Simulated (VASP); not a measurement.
Write the native input for VASP 6.6.1 that does the following.

```
Task                   : single point
Functional             : PBE
Dispersion             : D4
Potentials or basis    : VASP PAW PBE potentials, release 64 (Ca_sv, Se)
Cutoff                 : 500 eV
k mesh                 : 4 × 4 × 4, shifted
Occupations            : gaussian, width 0.01 eV
Spin                   : no spin polarisation
Dipole correction      : no
Further INCAR settings : ALGO = Normal; EDIFF = 1e-06; NBANDS = 15; ISYM = 0
```

The structure of CaSe lies in POSCAR:

```
CaSe
1.0
    0.0000000000      2.9560000000      2.9560000000
    2.9560000000      0.0000000000      2.9560000000
    2.9560000000      2.9560000000      0.0000000000
Ca Se
1 1
Direct
    0.0000000000      0.0000000000      0.0000000000
    0.5000000000      0.5000000000      0.5000000000
```

These files were run (other wordings do the same):

INCAR

```
PREC     = Accurate       # precision mode
ENCUT    = 500            # plane-wave cutoff, eV
EDIFF    = 1E-6           # SCF threshold, eV
ISMEAR   = 0              # smearing method
SIGMA    = 0.01           # smearing width, eV
LREAL    = False          # projectors in reciprocal space
LASPH    = True           # aspherical terms in the spheres
NELM     = 120            # most SCF steps
ALGO     = Normal         # electronic algorithm
ISIF     = 2              # what is computed and relaxed
LWAVE    = False          # write WAVECAR
LCHARG   = False          # write CHGCAR
GGA      = PE             # functional
IVDW     = 13             # dispersion correction
NBANDS   = 15             # bands
ISYM     = 0            
GGA_COMPAT= False
```

KPOINTS

```
Automatic mesh
0
Gamma
  4 4 4
  0.5 0.5 0.5
```

Potentials or basis: VASP PAW PBE potentials, release 64 (Ca_sv, Se).

Command:

```sh
$ cat potpaw_PBE.64/Ca_sv/POTCAR potpaw_PBE.64/Se/POTCAR > POTCAR
$ mpirun -np 1 vasp_std > vasp.out
```

Results of the run:

```
Pressure                   : -0.2 GPa
Band gap on the k mesh     : 2.71 eV (least direct gap 3.45 eV)
Dispersion energy per atom : -0.240 eV
```

Caveat: a shifted mesh leaves out Γ, where band edges can lie.

Run time: 74 s on 1 thread of Intel(R) Xeon(R) Platinum 8259CL CPU @ 2.50GHz (Skylake/Cascade Lake) (shared host), peak memory 0.24 GiB.
